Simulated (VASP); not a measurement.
A run of VASP 6.6.1 is set up as follows.

Contents of INCAR:

```
SYSTEM = Si
  PREC = Accurate
  ENCUT = 520
  EDIFF = 1E-6
  ISMEAR = 0
  SIGMA = 0.02
  LREAL = Auto
  LASPH = .TRUE.
  NELM = 80
  ALGO = Normal
  ISIF = 2
  LWAVE = .FALSE.
  LCHARG = .FALSE.
  GGA = PE
  IVDW = 12
  NBANDS = 48
```

KPOINTS

```
regular mesh
0
G
  2 2 2
  0 0 0
```

POSCAR

```
Si
1.0
    0.0000000000      5.4300000000      5.4300000000
    5.4300000000      0.0000000000      5.4300000000
    5.4300000000      5.4300000000      0.0000000000
Si
17
Direct
    0.0008332413     -0.0010809392      0.0004369245
    0.1221257827      0.1283646409      0.1219882136
   -0.0065325967      0.0026948435      0.5021664825
    0.1218435543      0.1285995396      0.6280700737
    0.0003326888      0.5010032228      0.0001960405
    0.1250512891      0.6253253223      0.1249345304
    0.0003101289      0.5012198895      0.4986639042
    0.1220505525      0.6225866483      0.6278273481
    0.5023182320      0.0028198895     -0.0066077348
    0.6284306630      0.1288065378      0.1214892265
    0.5020616022      0.0028927256      0.5017039595
    0.6248633517      0.1255817680      0.6247907919
    0.4987522099      0.5014058011      0.0001056169
    0.6278953959      0.6226686924      0.1219813996
    0.5020381215      0.4941887661      0.5019933702
    0.6278611418      0.6226843462      0.6277141805
    0.3749111418     -0.1241369245      0.3747417127
```

Potentials or basis: VASP PAW PBE potentials, release 64 (Si).

Run with:

```console
$ cat potpaw_PBE.64/Si/POTCAR > POTCAR
$ mpirun -np 1 vasp_std > vasp.out
```

Task: What does it give for the largest force?

Result: 0.020 eV/Å.

Task: What does it give for the band gap on the k mesh?

Result: Zero (band 34 reaches 6.93 eV, above the bottom of band 35 at 6.67 eV).

Task: Predict the dispersion energy per atom.

Result: -0.332 eV.

Forces on the atoms (eV/Å):
```
Si   0.000 -0.008 -0.005
Si   0.010  0.004  0.012
Si   0.001 -0.001  0.000
Si  -0.009 -0.006  0.011
Si   0.002  0.015 -0.002
Si  -0.002  0.001 -0.003
Si  -0.017 -0.003 -0.009
Si   0.008 -0.002  0.009
Si  -0.002 -0.002  0.003
Si   0.008 -0.005 -0.014
Si   0.005  0.007  0.006
Si  -0.001  0.003 -0.001
Si  -0.009  0.001 -0.017
Si   0.006 -0.001  0.010
Si   0.000  0.001  0.000
Si   0.005 -0.005  0.009
Si  -0.006  0.000 -0.008
```

Caveat: the k points lie up to 0.50 Å⁻¹ apart.
